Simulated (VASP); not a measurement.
# Ge (R-3) in VASP: single point with LDA

Aim: the single point of Ge with LDA.

Everything below comes from runs of VASP 6.6.1. Logs are shortened: lines on timing, memory, paths and dates and some standing lists are left out, and cuts for length are marked.

### 1 The cell of the first run

The structure is trigonal, space group R-3 (No. 148). Conventional cell: a = 9.955 Å, b = 9.955 Å, c = 5.390 Å, α = 90.00°, β = 90.00°, γ = 120.00°. Within 3.1 Å of Ge (site symmetry 3) lie 5 Ge at 2.33 to 3.06 Å. Ge (site symmetry 1) has 4 Ge at 2.38 to 2.50 Å within 3.1 Å.

### 2 Single point, LDA

INCAR

```
SYSTEM = Ge
  PREC = Accurate
  ENCUT = 520
  EDIFF = 1E-6
  ISMEAR = 0
  SIGMA = 0.15
  LREAL = .False.
  LASPH = .True.
  NELM = 100
  ALGO = Normal
  ISIF = 2
  LWAVE = .False.
  LCHARG = .False.
  NBANDS = 66
```

KPOINTS

```
Automatic mesh
0
Gamma
  9 9 9
  0 0 0
```

POSCAR

```
Ge
1.0
    4.9777000000      2.8738764349      1.7966666667
   -4.9777000000      2.8738764349      1.7966666667
    0.0000000000     -5.7477528699      1.7966666667
Ge
8
Direct
    0.7160372198      0.7160372198      0.7160372198
    0.2839627802      0.2839627802      0.2839627802
    0.0289443365      0.7253625346      0.5322921793
    0.5322921793      0.0289443365      0.7253625346
    0.7253625346      0.5322921793      0.0289443365
    0.9710556635      0.2746374654      0.4677078207
    0.4677078207      0.9710556635      0.2746374654
    0.2746374654      0.4677078207      0.9710556635
```

Potentials or basis: VASP PAW LDA potentials, release 64 (Ge_d).

Run with:

```bash
$ cat potpaw_LDA.64/Ge_d/POTCAR > POTCAR
$ mpirun -np 1 vasp_std > vasp.out
```

OUTCAR:

```text
SYSTEM = Ge
   PREC = Accurate
   ENCUT = 520
   EDIFF = 1E-6
   ISMEAR = 0
   LREAL = .False.
   LASPH = .True.
   NELM = 100
   ISIF = 2

 ion  position               nearest neighbor table
   1  0.716  0.716  0.716-   2 2.33   3 2.50   5 2.50   4 2.50
   2  0.284  0.284  0.284-   1 2.33   6 2.50   8 2.50   7 2.50
   3  0.029  0.725  0.532-   4 2.38   5 2.38   6 2.46   1 2.50
   4  0.532  0.029  0.725-   3 2.38   5 2.38   7 2.46   1 2.50
   5  0.725  0.532  0.029-   4 2.38   3 2.38   8 2.46   1 2.50
   6  0.971  0.275  0.468-   7 2.38   8 2.38   3 2.46   2 2.50
   7  0.468  0.971  0.275-   6 2.38   8 2.38   4 2.46   2 2.50
   8  0.275  0.468  0.971-   7 2.38   6 2.38   5 2.46   2 2.50

  LATTYP: Found a trigonal (rhomboedric) cell.
 ALAT       =     6.0220157891
 COS(alpha) =    -0.3664811755

  Lattice vectors:

 A1 = (   4.9777000000,   2.8738764349,   1.7966666667)
 A2 = (  -4.9777000000,   2.8738764349,   1.7966666667)
 A3 = (   0.0000000000,  -5.7477528699,   1.7966666667)

Analysis of symmetry for initial positions (statically):
=====================================================================
 Subroutine PRICEL returns:
 Original cell was already a primitive cell.

 Routine SETGRP: Setting up the symmetry group for a
 trigonal (rhombohedral) supercell.

 Subroutine GETGRP returns: Found  6 space group operations
 (whereof  6 operations were pure point group operations)
 out of a pool of 12 trial point group operations.

The static configuration has the point symmetry S_6 .

Analysis of symmetry for dynamics (positions and initial velocities):
=====================================================================
 Subroutine PRICEL returns:
 Original cell was already a primitive cell.

 Routine SETGRP: Setting up the symmetry group for a
 trigonal (rhombohedral) supercell.

 Subroutine GETGRP returns: Found  6 space group operations
 (whereof  6 operations were pure point group operations)
 out of a pool of 12 trial point group operations.

The dynamic configuration has the point symmetry S_6 .

 Subroutine INISYM returns: Found  6 space group operations
 (whereof  6 operations are pure point group operations),
 and found     1 'primitive' translations

----------------------------------------------------------------------------------------

                                     Primitive cell

  volume of cell :     154.2111

[... 106 lines left out ...]
   ISIF   =      2    stress and relaxation
   ISYM   =      2    0-nonsym 1-usesym 2-fastsym
   POTIM  = 0.5000    time-step for ionic-motion
   TEBEG  =    0.0;   TEEND  =   0.0 temperature during run
   PSTRESS=    0.0 pullay stress
   NELECT =     112.0000    total number of electrons
   NUPDOWN=      -1.0000    fix difference up-down
   EMIN   =  10.00;   EMAX   =-10.00  energy-range for DOS
   EFERMI =   0.00;   METHOD = LEGACY
   ISMEAR =     0;   SIGMA  =   0.15  broadening in eV -4-tet -1-fermi 0-gaus
   EFERMI_NEDOS =   21; number of points for ismear=-14 and -15
   IALGO  =     38    algorithm
   IMIX   =      4    mixing-type and parameters
     AMIX     =   0.40;   BMIX     =  1.00
     AMIX_MAG =   1.60;   BMIX_MAG =  1.00
  volume/ion in A,a.u.               =      19.28       130.08
  Fermi-wavevector in a.u.,A,eV,Ry     =   1.471552  2.780830 29.462949  2.165466
  Thomas-Fermi vector in A             =   2.586674
   LORBIT       =      0    0 simple, 1 ext, 2 COOP (PROOUT), +10 PAW based schemes
   GGA     = CA    functional components
   LHFCALC =     F    Hartree Fock is set to
   AEXX    =    0.0000 exact exchange contribution
   IVDW    =     0    specifies the selected vdW correction
   LEPSILON=     F    determine dielectric tensor
   LRPA    =     F    only Hartree local field effects (RPA)
 non-spin polarized calculation
 Gauss-broadening in eV      SIGMA  =   0.15
  energy-cutoff  :      520.00
  volume of cell :      154.21
 maximum number of plane-waves:      4177
 NGX is ok and might be reduce to    48
   NGX = 23   NGY = 23   NGZ = 23

 number of electron     112.0000004 magnetization

 Free energy of the ion-electron system (eV)
  ---------------------------------------------------
  ext. energy  EPLUGINS =         0.00000000
  ---------------------------------------------------
  free energy    TOTEN  =       -40.10752725 eV

  energy without entropy =      -40.09544779  energy(sigma->0) =      -40.10148752

 E-fermi :   6.0089     XC(G=0): -11.2440

 val. band max:        5.9710714903   @ k =  -0.3333   0.4444   0.3333
 cond. band min:       6.0487985954   @ k =  -0.3333   0.3333   0.2222
 fundamental gap:      0.0777271050
 Fermi energy:         6.0089186266

 k-point     1 :       0.0000    0.0000    0.0000
  band No.  band energies     occupation
      1     -18.8701      2.00000
      2     -18.8338      2.00000
      3     -18.8338      2.00000
      4     -18.8085      2.00000
      5     -18.8085      2.00000
      6     -18.7898      2.00000
[... 1645 lines left out ...]
     65      10.9335      0.00000
     66      11.4078      0.00000

 [... further k-points ...]

------------------------ aborting loop because EDIFF is reached ----------------------------------------

  FORCE on cell =-STRESS in cart. coord.  units (eV):
  Direction    XX          YY          ZZ          XY          YZ          ZX
  --------------------------------------------------------------------------------------
  -------------------------------------------------------------------------------------
  Total       -0.8713286     -0.8713286     13.6075127      0.0000000     -0.0000000      0.0000000
  in kB       -9.0526766     -9.0526766    141.3753720      0.0000001     -0.0000000      0.0000000
  external PRESSURE =      41.0900063 kB  Pullay stress =       0.0000000 kB

 VOLUME and BASIS-vectors are now :
 -----------------------------------------------------------------------------
  energy-cutoff  :      520.00
  volume of cell :      154.21
      direct lattice vectors                 reciprocal lattice vectors
     4.977700000  2.873876435  1.796666667     0.100447998  0.057993679  0.185528757
    -4.977700000  2.873876435  1.796666667    -0.100447998  0.057993679  0.185528757
     0.000000000 -5.747752870  1.796666667     0.000000000 -0.115987357  0.185528757

 POSITION                                       TOTAL-FORCE (eV/Angst)
 -----------------------------------------------------------------------------------
      0.00000     -0.00000      3.85944        -0.000000     -0.000000      1.379313
      0.00000     -0.00000      1.53056        -0.000000      0.000000     -1.379313
     -3.46656     -0.89170      2.31159        -0.074794     -0.684872      0.045914
      2.50551     -2.55628      2.31159         0.630513      0.277663      0.045914
      0.96105      3.44798      2.31159        -0.555719      0.407209      0.045914
      3.46656      0.89170      3.07841         0.074794      0.684872     -0.045914
     -2.50551      2.55628      3.07841        -0.630513     -0.277663     -0.045914
     -0.96105     -3.44798      3.07841         0.555719     -0.407209     -0.045914
 -----------------------------------------------------------------------------------
    total drift:                               -0.000000      0.000000      0.000000

  FREE ENERGIE OF THE ION-ELECTRON SYSTEM (eV)
  ---------------------------------------------------
  free  energy   TOTEN  =       -40.1075272453 eV

  energy  without entropy=      -40.0954477928  energy(sigma->0) =      -40.10148752
```

Wall time 20 min (1 thread of Intel Xeon Platinum 8488C (Sapphire Rapids), shared host); peak memory 0.83 GiB.

Results:

* Free energy: -40.1075 eV
* Pressure: 4.1 GPa
* Largest force: 1.379 eV/Å
* Band gap on the k mesh: zero (band 56 reaches 6.26 eV, above the bottom of band 57 at 5.87 eV)

Forces in eV/Å, atoms in the order of the input:
```
Ge   0.000  0.000  1.379
Ge   0.000  0.000 -1.379
Ge  -0.075 -0.685  0.046
Ge   0.631  0.278  0.046
Ge  -0.556  0.407  0.046
Ge   0.075  0.685 -0.046
Ge  -0.631 -0.278 -0.046
Ge   0.556 -0.407 -0.046
```

Levels at points of the mesh, in eV from the Fermi level:
| k point | band 54 | band 55 | band 56 | band 57 | band 58 | band 59 |
| --- | --- | --- | --- | --- | --- | --- |
| (0.00, 0.00, 0.00) | -1.04 | -1.04 | -0.69 | 1.80 | 2.13 | 2.13 |

Caveat: forces of over 1 eV/Å act on the atoms, so gaps and moduli don't describe the material at rest.
